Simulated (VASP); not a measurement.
Runs of VASP 6.6.1 on BN (lda). The structure is that of space group P6_3mc (No. 186), or close to it. The cells are those of the table. 

| task | cell | k mesh | smearing | gap on the mesh (eV) | pressure (GPa) | relaxed volume (Å³/atom) | largest force (eV/Å) |
| --- | --- | --- | --- | --- | --- | --- | --- |
| single point | a = 2.523, b = 2.523, c = 4.174 Å, angles 90.0, 90.0, 120.0°, 4 atoms | 12 × 12 × 6 | gaussian 0.02 eV | 4.90 | 1.0 | - | 0.01 |
| relaxation of cell and atoms | relaxed from a = 2.554, b = 2.554, c = 4.227 Å, angles 90.0, 90.0, 120.0°, 4 atoms | 9 × 9 × 6 | gaussian 0.1 eV | (a) | -0.1 | 5.77 | 0.03 |
| single point | a = 2.522, b = 2.522, c = 4.175 Å, angles 90.0, 90.0, 120.0°, 4 atoms | 9 × 9 × 6 | gaussian 0.1 eV | 4.90 | (b) | - | - |
| relaxation of cell and atoms | relaxed from a = 2.522, b = 2.522, c = 4.175 Å, angles 90.0, 90.0, 120.0°, 4 atoms | 12 × 12 × 6 | gaussian 0.02 eV | 4.91 | 0.0 | 5.77 | - |

Alike in all rows: level LDA; potentials or basis VASP PAW LDA potentials, release 64 (B, N); no spin polarisation; cutoff (eV) 600.

Fill in the values left out.

(a) 4.93; (b) 0.9.

Caveats: the relaxation stopped at a loose force limit of 0.05 eV/Å, so its end isn't a converged minimum (some runs).

A k mesh can miss the band edges.
